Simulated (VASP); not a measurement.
# FeSi16 (a cell with a defect) in VASP: single point with PBE+D3(BJ)

Aim: the single point of FeSi16 (a cell with a defect) with PBE+D3(BJ).

All numbers are computed with VASP 6.6.1; they aren't measurements. Logs are shortened: lines on timing, memory, paths and dates and some standing lists are left out, and cuts for length are marked.

## Step 1: The cell of the first run

The cell holds a defect, 17 atoms: a = 7.679 Å, b = 7.679 Å, c = 7.679 Å, α = 60.00°, β = 60.00°, γ = 60.00°.

## Step 2: Single point, PBE+D3(BJ), collinear spin, ferromagnetic start

The input, INCAR:

```
SYSTEM = FeSi16
ALGO     = Normal         ! electronic algorithm
EDIFF    = 1E-7           ! SCF threshold, eV
ENCUT    = 520            ! plane-wave cutoff, eV
GGA      = PE             ! functional
ISIF     = 2              ! what is computed and relaxed
ISMEAR   = 0              ! smearing method
ISPIN    = 2              ! spin polarisation
IVDW     = 12             ! dispersion correction
LASPH    = .True.         ! aspherical terms in the spheres
LCHARG   = .False.        ! write CHGCAR
LMAXMIX  = 4              ! l up to which the mixer works
LORBIT   = 11             ! projections on sites
LREAL    = Auto         
LWAVE    = .False.        ! write WAVECAR
MAGMOM   = 0 0 0 0 0 0 0 0 0 0 0 0 0 0 0 0 1.66 ! initial moments
NBANDS   = 54             ! bands
NELM     = 150            ! most SCF steps
PREC     = Accurate       ! precision mode
SIGMA    = 0.05           ! smearing width, eV
```

The input, KPOINTS:

```
k-points
0
Gamma
  2 2 2
  0 0 0
```

The input, POSCAR:

```
FeSi16
1.0
    0.0000000000      5.4300000000      5.4300000000
    5.4300000000      0.0000000000      5.4300000000
    5.4300000000      5.4300000000      0.0000000000
Si Fe
16 1
Direct
    0.0065024862      0.0014557090     -0.0088188766
    0.1177078269      0.1199501842      0.1340592081
    0.0062431860     -0.0077744936      0.5050452118
    0.1517844383      0.1133192449      0.6221426335
   -0.0089418048      0.4942447514      0.0210460405
    0.1177136280      0.6288764273      0.1340532228
    0.0062267956      0.4970730203      0.5050400552
    0.1145388582      0.6197445672      0.6465340700
    0.4911065378     -0.0051203499      0.0021463168
    0.6309760589      0.1404935543      0.0886233886
    0.5247391344      0.0051382136      0.4655936464
    0.6165230203      0.1177782689      0.6318325967
    0.4911120626      0.5124551565      0.0021430018
    0.6164184162      0.6222399632      0.1396887661
    0.4885671271      0.5000490792      0.5119393186
    0.6165042357      0.6344705341      0.6318309392
    0.8010781768      0.2861496317      0.6272129834
```

Potentials or basis: VASP PAW PBE potentials, release 64 (Si, Fe).

Launch:

```console
> cat potpaw_PBE.64/Si/POTCAR potpaw_PBE.64/Fe/POTCAR > POTCAR
> mpirun -np 1 vasp_std > vasp.out
```

OUTCAR:

```text
SYSTEM = FeSi16
   EDIFF = 1E-7
   ENCUT = 520
   GGA = PE
   ISIF = 2
   ISMEAR = 0
   ISPIN = 2
   IVDW = 12
   LASPH = .True.
   LORBIT = 11
   LREAL = Auto
   NELM = 150
   PREC = Accurate
 IVDW          = 12

 ion  position               nearest neighbor table
   1  0.007  0.001  0.991-   4 2.32   2 2.34   6 2.34  10 2.36
   2  0.118  0.120  0.134-   3 2.33   1 2.34   9 2.34   5 2.35
   3  0.006  0.992  0.505-   2 2.33   8 2.34  17 2.35   4 2.41  12 2.44
   4  0.152  0.113  0.622-   1 2.32  17 2.32  11 2.35   3 2.41   7 2.41
   5  0.991  0.494  0.021-   8 2.35   6 2.35   2 2.35  14 2.35
   6  0.118  0.629  0.134-   7 2.33   1 2.34  13 2.34   5 2.35
   7  0.006  0.497  0.505-   6 2.33   8 2.34  17 2.35   4 2.41  16 2.44
   8  0.115  0.620  0.647-   7 2.34   3 2.34  15 2.35   5 2.35
   9  0.491  0.995  0.002-  12 2.32  14 2.34   2 2.34  10 2.35
  10  0.631  0.140  0.089-   9 2.35  13 2.35   1 2.36  11 2.37  17 2.90
  11  0.525  0.005  0.466-  12 2.34  16 2.34   4 2.35  10 2.37
  12  0.617  0.118  0.632-   9 2.32  17 2.33  11 2.34  15 2.40   3 2.44
  13  0.491  0.512  0.002-  16 2.32  14 2.34   6 2.34  10 2.35
  14  0.616  0.622  0.140-  15 2.33  13 2.34   9 2.34   5 2.35
  15  0.489  0.500  0.512-  14 2.33   8 2.35  16 2.40  12 2.40  17 2.44
  16  0.617  0.634  0.632-  13 2.32  17 2.33  11 2.34  15 2.40   7 2.44
  17  0.801  0.286  0.627-   4 2.32  12 2.33  16 2.33   7 2.35   3 2.35  15 2.44  10 2.90

  LATTYP: Found a face centered cubic cell.
 ALAT       =    10.8600000000

  Lattice vectors:

 A1 = (   0.0000000000,   5.4300000000,   5.4300000000)
 A2 = (   5.4300000000,   0.0000000000,   5.4300000000)
 A3 = (   5.4300000000,   5.4300000000,   0.0000000000)

Analysis of symmetry for initial positions (statically):
=====================================================================
 Subroutine PRICEL returns:
 Original cell was already a primitive cell.

 Routine SETGRP: Setting up the symmetry group for a
 face centered cubic supercell.

 Subroutine GETGRP returns: Found  1 space group operations
 (whereof  1 operations were pure point group operations)
 out of a pool of 48 trial point group operations.

The static configuration has the point symmetry C_1 .

Analysis of symmetry for dynamics (positions and initial velocities):
=====================================================================
 Subroutine PRICEL returns:
 Original cell was already a primitive cell.

 Routine SETGRP: Setting up the symmetry group for a
 face centered cubic supercell.

 Subroutine GETGRP returns: Found  1 space group operations
 (whereof  1 operations were pure point group operations)
 out of a pool of 48 trial point group operations.

The dynamic configuration has the point symmetry C_1 .

Analysis of structural, dynamic, and magnetic symmetry:
[... 173 lines left out ...]
 E-fermi :   6.4267     XC(G=0):  -9.6867

 val. band max:        6.3944648181   @ k =   0.0000   0.0000   0.0000
 cond. band min:       6.4434625009   @ k =   0.0000   0.0000   0.0000
 fundamental gap:      0.0489976828
 Fermi energy:         6.4267149212

 spin component 1

 k-point     1 :       0.0000    0.0000    0.0000
  band No.  band energies     occupation
      1      -5.9915      1.00000
      2      -3.6469      1.00000
      3      -3.6374      1.00000
      4      -3.5972      1.00000
      5      -3.5738      1.00000
      6      -1.9445      1.00000
[... 397 lines left out ...]
     47      10.2571      0.00000
     48      10.3522      0.00000
 Fermi energy:         6.4267149212

 spin component 2

 k-point     1 :       0.0000    0.0000    0.0000
  band No.  band energies     occupation
      1      -5.9622      1.00000
      2      -3.6094      1.00000
      3      -3.6077      1.00000
      4      -3.5695      1.00000
      5      -3.5576      1.00000
      6      -1.9101      1.00000
[... 397 lines left out ...]
     47      10.2883      0.00000
     48      10.3875      0.00000
 [bands above 48 left out]

------------------------ aborting loop because EDIFF is reached ----------------------------------------

 Edisp (eV)   -5.51841

 E8    (eV) :    -2.2935

  FORCE on cell =-STRESS in cart. coord.  units (eV):
  Direction    XX          YY          ZZ          XY          YZ          ZX
  --------------------------------------------------------------------------------------
  -------------------------------------------------------------------------------------
  Total       1.49983     0.27098     1.50367     0.75368    -0.74988    -0.98877
  in kB       7.50454     1.35586     7.52375     3.77110    -3.75207    -4.94737
  external pressure =        5.46 kB  Pullay stress =        0.00 kB

 VOLUME and BASIS-vectors are now :
 -----------------------------------------------------------------------------
  energy-cutoff  :      520.00
  volume of cell :      320.21
      direct lattice vectors                 reciprocal lattice vectors
     0.000000000  5.430000000  5.430000000    -0.092081031  0.092081031  0.092081031
     5.430000000  0.000000000  5.430000000     0.092081031 -0.092081031  0.092081031
     5.430000000  5.430000000  0.000000000     0.092081031  0.092081031 -0.092081031

 POSITION                                       TOTAL-FORCE (eV/Angst)
 -----------------------------------------------------------------------------------
      5.39002      5.41742      0.04321        -0.009634      0.003984      0.009132
      1.37927      1.36710      1.29048         0.005876      0.001539     -0.001440
      8.13018      2.77630      5.42168        -0.004797      0.005133     -0.020279
      3.99356      4.20242      1.43951         0.001050      0.011512     -0.001139
      2.79803      5.49573      8.06520        -0.005391     -0.006277      0.005746
      4.14271      1.36709      4.05398         0.002006      0.001400     -0.005564
[... 9 lines left out ...]
      6.87602      6.77846      6.79279         0.012665      0.001934      0.013225
      4.95956      7.75562      5.90365        -0.028177     -0.022374      0.027554
 -----------------------------------------------------------------------------------
    total drift:                               -0.003732      0.005122      0.002319

  FREE ENERGIE OF THE ION-ELECTRON SYSTEM (eV)
  ---------------------------------------------------
  free  energy   TOTEN  =       -97.3501737907 eV

  energy  without entropy=      -97.3462756792  energy(sigma->0) =      -97.34822473

 total charge

# of ion       s       p       d       tot
------------------------------------------
    1        0.743   0.948   0.000   1.692
    2        0.746   0.957   0.000   1.703
    3        0.739   0.946   0.000   1.685
    4        0.738   0.957   0.000   1.695
    5        0.742   0.956   0.000   1.698
    6        0.746   0.957   0.000   1.703
[... 9 lines left out ...]
   16        0.741   0.954   0.000   1.694
   17        0.420   0.477   6.559   7.456
--------------------------------------------------
tot         12.307  15.668   6.559  34.534

 magnetization (x)

# of ion       s       p       d       tot
------------------------------------------
    1        0.002   0.009   0.000   0.011
    2       -0.001   0.006   0.000   0.005
    3       -0.001   0.021   0.000   0.020
    4       -0.001   0.018   0.000   0.017
    5       -0.000   0.000   0.000   0.000
    6       -0.001   0.006   0.000   0.005
[... 9 lines left out ...]
   16       -0.001   0.017   0.000   0.016
   17        0.017   0.009   1.621   1.647
--------------------------------------------------
tot          0.002   0.180   1.621   1.803
```

Run time: 38 min. Hardware: 1 thread of Intel Xeon 8259CL, shared host; peak memory 0.73 GiB.

What came out:

```yaml
Free_energy: -97.3502 eV
Pressure: 0.5 GPa
Largest_force: 0.045 eV/Å
Band_gap_on_the_k_mesh: zero (filled and empty bands overlap)
Net_moment: 2.00 μB per cell
Site_moments: Si +0.01, +0.02, +0.00, -0.00 (each value once); Fe +1.65 μB
Valence_electrons_inside_the_program's_atomic_spheres: Si 1.69, 1.70, 1.68 (each value once); Fe 7.46
Dispersion_energy_per_atom: -0.325 eV
```

Forces in eV/Å, atoms in the order of the input:
```
Si  -0.010  0.004  0.009
Si   0.006  0.002 -0.001
Si  -0.005  0.005 -0.020
Si   0.001  0.012 -0.001
Si  -0.005 -0.006  0.006
Si   0.002  0.001 -0.006
Si   0.021  0.007  0.005
Si  -0.008 -0.009  0.010
Si  -0.006  0.001 -0.004
Si   0.008 -0.005 -0.009
Si   0.007  0.002 -0.007
Si  -0.013  0.002 -0.013
Si   0.004  0.002  0.006
Si  -0.001  0.003  0.000
Si   0.014  0.001 -0.016
Si   0.013  0.002  0.013
Fe  -0.028 -0.022  0.028
```

Levels at points of the mesh, in eV from the Fermi level:
Spin up:
| k point | band 34 | band 35 | band 36 | band 37 | band 38 | band 39 | band 40 | band 41 |
| --- | --- | --- | --- | --- | --- | --- | --- | --- |
| (0.00, 0.00, 0.00) | -0.86 | -0.49 | -0.17 | -0.11 | 0.09 | 0.26 | 0.40 | 0.42 |
| (0.50, 0.00, 0.00) | -0.94 | -0.83 | -0.72 | -0.39 | 0.64 | 1.05 | 1.12 | 1.23 |
| (0.00, 0.50, 0.00) | -0.98 | -0.76 | -0.70 | -0.32 | 0.70 | 1.03 | 1.10 | 1.21 |
| (0.00, 0.00, 0.50) | -1.07 | -1.05 | -0.28 | -0.10 | 0.78 | 0.92 | 1.31 | 1.34 |
| (0.50, 0.50, 0.50) | -0.98 | -0.76 | -0.70 | -0.32 | 0.70 | 1.03 | 1.10 | 1.21 |
| (0.50, 0.50, 0.00) | -1.29 | -1.03 | -0.96 | -0.52 | 0.69 | 0.96 | 1.86 | 1.95 |
| (0.00, 0.50, 0.50) | -1.29 | -1.03 | -0.96 | -0.52 | 0.69 | 0.96 | 1.86 | 1.95 |
| (0.50, 0.00, 0.50) | -1.24 | -0.99 | -0.81 | -0.59 | 0.68 | 0.96 | 1.84 | 1.93 |
Spin down:
```csv
k point,band 33,band 34,band 35,band 36,band 37,band 38
"(0.00, 0.00, 0.00)",-0.42,-0.37,-0.18,-0.03,0.02,0.22
"(0.50, 0.00, 0.00)",-0.81,-0.22,-0.14,0.28,0.33,0.82
"(0.00, 0.50, 0.00)",-0.78,-0.26,-0.14,0.21,0.52,0.84
"(0.00, 0.00, 0.50)",-0.28,-0.24,0.10,0.13,0.35,0.88
"(0.50, 0.50, 0.50)",-0.78,-0.26,-0.14,0.22,0.52,0.84
"(0.50, 0.50, 0.00)",-0.60,-0.25,-0.21,0.21,0.36,0.80
"(0.00, 0.50, 0.50)",-0.60,-0.25,-0.21,0.21,0.36,0.80
"(0.50, 0.00, 0.50)",-0.48,-0.26,-0.04,0.17,0.18,0.76
```

Caveat: the k points lie up to 0.50 Å⁻¹ apart.

The gap in the log of VASP goes by the Fermi energy; the results here count the filled bands.